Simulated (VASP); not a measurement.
Here is a VASP 6.6.1 calculation.

File INCAR:

```
PREC = Accurate
ENCUT = 520
EDIFF = 1E-6
ISMEAR = -1
SIGMA = 0.05
LREAL = F
LASPH = T
NELM = 80
ALGO = Normal
ISIF = 2
LWAVE = F
LCHARG = F
GGA = PS
NBANDS = 26
```

Contents of KPOINTS:

```
Automatic mesh
0
Gamma
  12 12 4
```

File POSCAR:

```
C
1.0
    2.5552893324      0.0000000000      0.0000000000
   -1.2776446662      2.2129454759      0.0000000000
    0.0000000000      0.0000000000      8.3454953252
C
8
Direct
    0.6666666667      0.3333333333      0.8437500000
    0.3333333333      0.6666666667      0.3437500000
    0.6666666667      0.3333333333      0.6562500000
    0.3333333333      0.6666666667      0.1562500000
    0.0000000000      0.0000000000      0.9062500000
    0.0000000000      0.0000000000      0.4062500000
    0.0000000000      0.0000000000      0.5937500000
    0.0000000000      0.0000000000      0.0937500000
```

Potentials or basis: VASP PAW PBE potentials, release 64 (C).

The run is started by

```console
$ cat potpaw_PBE.64/C/POTCAR > POTCAR
$ mpirun -np 1 vasp_std > vasp.out
```

**Question.** Estimate the largest force.

**Answer.** 0.306 eV/Å.

**Question.** What does it give for the pressure?

**Answer.** -19.3 GPa.

**Question.** Estimate the band gap on the k mesh.

**Answer.** 4.18 eV, indirect (least direct gap 5.04 eV).

Forces in eV/Å, atoms in the order of the input:
```
C    0.000  0.000  0.306
C    0.000  0.000  0.306
C    0.000  0.000 -0.306
C    0.000  0.000 -0.306
C    0.000  0.000  0.305
C    0.000  0.000  0.305
C    0.000  0.000 -0.305
C    0.000  0.000 -0.305
```

Caveat: the PAW data sets were made with another functional, which shifts forces and pressure a little. A k mesh can miss the band edges.
